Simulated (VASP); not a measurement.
Write the native input for VASP 6.6.1 that does the following.

```yaml
Task: single point
Functional: PBEsol
Potentials_or_basis: VASP PAW PBE potentials, release 64 (Rb_sv)
Cutoff: 520 eV
k_mesh: 10 × 10 × 10
Occupations: gaussian, width 0.1 eV
Spin: no spin polarisation
Dipole_correction: no
Further_INCAR_settings: ALGO = Fast; EDIFF = 1e-07; NBANDS = 10
```

The structure of Rb lies in POSCAR:

```
Rb
1.0
   -2.7292239290      2.7292239290      2.7292239290
    2.7292239290     -2.7292239290      2.7292239290
    2.7292239290      2.7292239290     -2.7292239290
Rb
1
Direct
    0.0000000000      0.0000000000      0.0000000000
```

These files were run (other wordings do the same):

INCAR

```
SYSTEM = Rb
PREC = Accurate
ENCUT = 520
EDIFF = 1E-7
ISMEAR = 0
SIGMA = 0.1
LREAL = .FALSE.
LASPH = .TRUE.
NELM = 80
ALGO = Fast
ISIF = 2
LWAVE = .FALSE.
LCHARG = .FALSE.
GGA = PS
NBANDS = 10
```

KPOINTS

```
Automatic mesh
0
G
  10 10 10
  0 0 0
```

Potentials or basis: VASP PAW PBE potentials, release 64 (Rb_sv).

The run is started by

```bash
$ cat potpaw_PBE.64/Rb_sv/POTCAR > POTCAR
$ mpirun -np 1 vasp_std > vasp.out
```

It gave:

| Quantity | Value |
| --- | --- |
| Pressure | 0.2 GPa |
| Band gap on the k mesh | zero (an odd number of electrons rules out a gap without spin polarisation) |

Caveat: the PAW data sets were made with another functional, which shifts forces and pressure a little.

It took 73 s on 1 thread of AMD EPYC 7R13 (shared host), peak memory 0.18 GiB.
